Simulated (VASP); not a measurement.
Set up this calculation in VASP 6.6.1, as the native input.

| Property | Result |
| --- | --- |
| Task | electric field gradients |
| Functional | PBE |
| Potentials or basis | VASP PAW PBE potentials, release 64 (Pb_d, S) |
| Cutoff | 400 eV |
| k mesh | 7 × 7 × 3 |
| Occupations | fermi-dirac, width 0.01 eV |
| Spin | no spin polarisation |
| Dipole correction | no |
| Further INCAR settings | ALGO = Normal; EDIFF = 1e-08; NBANDS = 28 |

The structure of PbS lies in POSCAR:

```
PbS
1.0
    2.9791952269     -2.9381622711      0.0000000000
    2.9791952269      2.9381622711      0.0000000000
   -1.0942628141      0.0000000000     11.8633772756
Pb S
2 2
Direct
    0.7756000000      0.7756000000      0.6363800000
    0.2244000000      0.2244000000      0.3636200000
    0.2684000000      0.2684000000      0.5986000000
    0.7316000000      0.7316000000      0.4014000000
```

These files were run (other wordings do the same):

INCAR

```
SYSTEM = PbS
PREC     = Accurate       ! precision mode
ENCUT    = 400            ! plane-wave cutoff, eV
EDIFF    = 1E-8           ! SCF threshold, eV
ISMEAR   = -1             ! smearing method
SIGMA    = 0.01           ! smearing width, eV
LREAL    = .False.        ! projectors in reciprocal space
LASPH    = .True.         ! aspherical terms in the spheres
NELM     = 120            ! most SCF steps
ALGO     = Normal         ! electronic algorithm
ISIF     = 2              ! what is computed and relaxed
LWAVE    = .False.        ! write WAVECAR
LCHARG   = .False.        ! write CHGCAR
GGA      = PE             ! functional
LEFG     = .True.       
NBANDS   = 28             ! bands
GGA_COMPAT= .False.
```

KPOINTS

```
Automatic mesh
0
Gamma
  7 7 3
  0 0 0
```

Potentials or basis: VASP PAW PBE potentials, release 64 (Pb_d, S).

Command:

```bash
$ cat potpaw_PBE.64/Pb_d/POTCAR potpaw_PBE.64/S/POTCAR > POTCAR
$ mpirun -np 1 vasp_std > vasp.out
```

Results of the run:

| Item | Value |
| --- | --- |
| Largest force | 0.666 eV/Å |
| Band gap on the k mesh | 1.32 eV |
| Largest electric field gradient by atom | Pb -128.2; S +1.9 V/Å² |

Caveat: there is no dipole correction, which matters where the two faces differ; without QUAD_EFG the Cq values of the log hold for a quadrupole moment of 1 mb, not for the nuclei; spin-orbit coupling is left out, which moves the levels of the heavy elements.

Wall time 2.3 min on 1 thread of Intel(R) Xeon(R) Platinum 8488C (Sapphire Rapids) (shared host), peak memory 0.32 GiB.
